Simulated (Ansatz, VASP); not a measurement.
## Si3Br: VASP beside Ansatz

INCAR

```
SYSTEM = Si3Br
PREC = Accurate
ENCUT = 520
EDIFF = 1E-6
ISMEAR = 0
SIGMA = 0.1
LREAL = .False.
LASPH = .True.
NELM = 100
ALGO = Normal
ISIF = 2
LWAVE = .False.
LCHARG = .False.
GGA = PE
NBANDS = 18
```

Contents of KPOINTS:

```
Automatic mesh
0
Gamma
  6 6 2
  0 0 0
```

Contents of POSCAR:

```
Si3Br
1.0
    3.1449266000      0.0000000000      0.0000000000
   -1.5724633000      2.7235863300      0.0000000000
    0.0000000000      0.0000000000      9.7969774600
Si Br
3 1
Direct
    0.0000000000      0.0000000000      0.0000000000
    0.6666666700      0.3333333300      0.7616215300
    0.6666666700      0.3333333300      0.2383784700
    0.0000000000      0.0000000000      0.5000000000
```

Input for Ansatz:

```yaml
crystal:
  lattice:
    - [3.1449266, 0.0, 0.0]
    - [-1.5724633, 2.72358633, 0.0]
    - [0.0, 0.0, 9.79697746]
  atoms:
    - { symbol: Si, position: [0.0, 0.0, 0.0] }
    - { symbol: Si, position: [0.66666667, 0.33333333, 0.76162153] }
    - { symbol: Si, position: [0.66666667, 0.33333333, 0.23837847] }
    - { symbol: Br, position: [0.0, 0.0, 0.5] }
basis:
  ecutwfc: 420
kpoints:
  mp_grid: { grid: [6, 6, 2] }
hamiltonian:
  xc: pbe
scf:
  occupations: { method: gaussian, width: 0.1 }
  lower_state_search: "off"
output:
  forces: true
  stress: true
  eigenvalues: true
```

Change from the starting cell: species swapped into the Co3Ir type (P-6m2, No. 187).

Alike in both runs: task single point; functional PBE; k mesh 6 × 6 × 2; occupations gaussian, width 0.1 eV; no spin polarisation.

```csv
,VASP,Ansatz
version,VASP 6.6.1,Ansatz 0.2.0
potentials or method,"VASP PAW PBE potentials, release 64 (Si, Br), cutoff 520 eV","scalar-relativistic, plane waves, PAW"
valence electrons in the cell,19,19
```

|  | VASP | Ansatz | Ansatz less VASP |
| --- | --- | --- | --- |
| gap on the k mesh at the Fermi level (eV) | none | none | - |
| pressure (GPa) | -5.8 | -5.9 | -0.02 |
| traceless stress, the component that is largest in VASP (GPa) | -4.03 | -4.04 | -0.002 |
| rms of the force components (eV/Å) | 0.233 | 0.233 | -0.0006 |

Atom by atom the forces differ by 0.001 eV/Å (rms over components). A gap of «none» marks a metal or a gap that the smearing closes.

The k mesh is coarse, so the values compare programs but aren't converged.
